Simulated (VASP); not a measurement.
Input of a VASP 6.6.1 run:

POSCAR

```
BN
1.0
    0.0000000000      1.8130010000      1.8130010000
    1.8130010000      0.0000000000      1.8130010000
    1.8130010000      1.8130010000      0.0000000000
B N
1 1
Direct
    0.0000000000      0.0000000000      0.0000000000
    0.7022324917      0.7659225028      0.7659225028
```

File INCAR.step1:

```
SYSTEM = BN
ALGO     = Normal         ! electronic algorithm
EDIFF    = 1E-4           ! SCF threshold, eV
ENCUT    = 520            ! plane-wave cutoff, eV
GGA      = PE             ! functional
ISMEAR   = 0              ! smearing method
LASPH    = .True.         ! aspherical terms in the spheres
LCHARG   = .False.        ! write CHGCAR
LREAL    = .False.        ! projectors in reciprocal space
LWAVE    = .True.         ! write WAVECAR
NBANDS   = 11             ! bands
NELM     = 80             ! most SCF steps
PREC     = Accurate       ! precision mode
SIGMA    = 0.05           ! smearing width, eV
```

Contents of INCAR.step2:

```
SYSTEM = BN
ALGO     = Normal         ! electronic algorithm
EDIFF    = 1E-7           ! SCF threshold, eV
ENCUT    = 520            ! plane-wave cutoff, eV
ISIF     = 2              ! what is computed and relaxed
ISMEAR   = 0              ! smearing method
ISTART   = 1            
LASPH    = .True.         ! aspherical terms in the spheres
LCHARG   = .False.        ! write CHGCAR
LMIXTAU  = .True.       
LREAL    = .False.        ! projectors in reciprocal space
LWAVE    = .False.        ! write WAVECAR
METAGGA  = R2SCAN         ! meta-GGA
NBANDS   = 11             ! bands
NELM     = 80             ! most SCF steps
PREC     = Accurate       ! precision mode
SIGMA    = 0.05           ! smearing width, eV
```

File KPOINTS:

```
k-points
0
Gamma
  12 12 12
  0 0 0
```

Potentials or basis: VASP PAW PBE potentials, release 64 (B, N).

The run is started by

```console
$ cat potpaw_PBE.64/B/POTCAR potpaw_PBE.64/N/POTCAR > POTCAR
$ cp INCAR.step1 INCAR
$ mpirun -np 1 vasp_std > vasp.out
$ cp INCAR.step2 INCAR
$ mpirun -np 1 vasp_std > vasp.out
```

Question: Predict the pressure.

Answer: -0.8 GPa.

Question: Predict the band gap on the k mesh.

Answer: 4.36 eV (least direct gap 8.57 eV).

Question: What does it give for the largest force?

Answer: 2.918 eV/Å.

Stress tensor (GPa, compression positive):
```
-0.77 -2.54 -2.54
-2.54 -0.77  2.54
-2.54  2.54 -0.77
```

Caveat: the cell differs from its parent crystal (all N atoms moved +0.100 Å, as atom 2 towards its neighbour atom 1 (B) at 1.570 Å); the PAW data sets were made with another functional, which shifts forces and pressure a little. A k mesh can miss the band edges.
